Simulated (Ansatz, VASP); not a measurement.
**Two plane-wave programs on S**

File INCAR:

```
PREC = Accurate
ENCUT = 520
EDIFF = 1E-7
ISMEAR = 0
SIGMA = 0.15
LREAL = False
LASPH = True
NELM = 60
ALGO = Normal
ISIF = 2
LWAVE = False
LCHARG = False
GGA = PS
NBANDS = 9
```

The input KPOINTS:

```
regular mesh
0
Gamma
  22 22 22
```

File POSCAR:

```
S
1.0
    0.0000000000      2.0505585611      1.8865138762
    2.0505585611      0.0000000000      1.8865138762
    2.0505585611      2.0505585611      0.0000000000
S
1
Direct
    0.0000000000      0.0000000000      0.0000000000
```

Input for Ansatz:

```yaml
crystal:
  lattice:
    - [0.0, 2.0505585611, 1.8865138762]
    - [2.0505585611, 0.0, 1.8865138762]
    - [2.0505585611, 2.0505585611, 0.0]
  atoms:
    - { symbol: S, position: [0.0, 0.0, 0.0] }
basis:
  ecutwfc: 420
kpoints:
  mp_grid: { grid: [22, 22, 22] }
hamiltonian:
  xc: pbesol
scf:
  occupations: { method: gaussian, width: 0.15 }
output:
  forces: true
  stress: true
  eigenvalues: true
```

Alike in both runs: task single point; functional PBEsol; k mesh 22 × 22 × 22; occupations gaussian, width 0.15 eV; no spin polarisation.

|  | VASP | Ansatz |
| --- | --- | --- |
| version | VASP 6.6.1 | Ansatz 0.2.0 |
| potentials or method | VASP PAW PBE potentials, release 64 (S), cutoff 520 eV | scalar-relativistic, plane waves, PAW |
| valence electrons in the cell | 6 | 6 |

```csv
,VASP,Ansatz,Ansatz less VASP
gap on the k mesh at the Fermi level (eV),none,none,-
pressure (GPa),-5.0,-5.1,-0.06
"traceless stress, the component that is largest in VASP (GPa)",-4.21,-4.24,-0.023
```

VASP's potentials were made for PBE, not for PBEsol. A gap of «none» marks a metal or a gap that the smearing closes.
